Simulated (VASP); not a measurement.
# Au: relaxation of cell and atoms with PBE+D3(BJ)

Crystal: Au.

```xyz
1
Lattice="0.0000 2.0350 2.0350 2.0350 0.0000 2.0350 2.0350 2.0350 0.0000" Properties=species:S:1:pos:R:3 pbc="T T T"
Au    0.0000    0.0000    0.0000
```

| Quantity | Value |
| --- | --- |
| Program | VASP 6.6.1 |
| Task | relaxation of cell and atoms |
| Functional | PBE |
| Dispersion | D3(BJ) |
| Potentials or basis | VASP PAW PBE potentials, release 64 (Au) |
| Cutoff | 500 eV |
| k mesh | 11 × 11 × 11 |
| Occupations | fermi-dirac, width 0.05 eV |
| Spin | no spin polarisation |
| Dipole correction | no |
| Further INCAR settings | ALGO = Normal; EDIFF = 1e-07; IBRION = 2; EDIFFG = -0.005; NSW = 80; ISIF = 3 |

The relaxed volume is 17.23 Å³/atom and the relaxed cell is a = 2.899 Å, b = 2.899 Å, c = 2.899 Å, α = 60.00°, β = 60.00°, γ = 60.00°. The space group after relaxing (to 0.1 Å) is Fm-3m (No. 225), the energy gained by relaxing is 4.3 meV/atom and the ionic steps are 3. The pressure after relaxing is 0.0 GPa. The band gap on the k mesh is zero (an odd number of electrons rules out a gap without spin polarisation) and the dispersion energy per atom is -0.658 eV.

The path:
```tsv
step	energy change (eV)	largest force (eV/Å)	pressure (GPa)	volume (Å³)
1	0.0000	0.0000	3.84	16.85
2	0.0065	0.0000	-5.29	17.86
3	-0.0043	0.0000	-0.03	17.23
```

Final structure:
```
Au
1.0
     0.00000    2.05007    2.05007
     2.05007    0.00000    2.05007
     2.05007    2.05007    0.00000
Au
1
Cartesian
  0.0000 0.0000 0.0000
```

Levels at points of the mesh, in eV from the Fermi level:
| k point | band 2 | band 3 | band 4 | band 5 | band 6 | band 7 | band 8 | band 9 |
| --- | --- | --- | --- | --- | --- | --- | --- | --- |
| (0.00, 0.00, 0.00) | -4.68 | -4.68 | -4.68 | -3.20 | -3.20 | 14.49 | 18.42 | 18.42 |

Wall time 7.3 s on 1 thread of Intel(R) Xeon(R) 6975P-C (Granite Rapids) (shared host), peak memory 0.16 GiB.

Caveat: spin-orbit coupling is left out, which moves the levels of the heavy elements. Zero-point motion and thermal expansion aren't in these numbers.
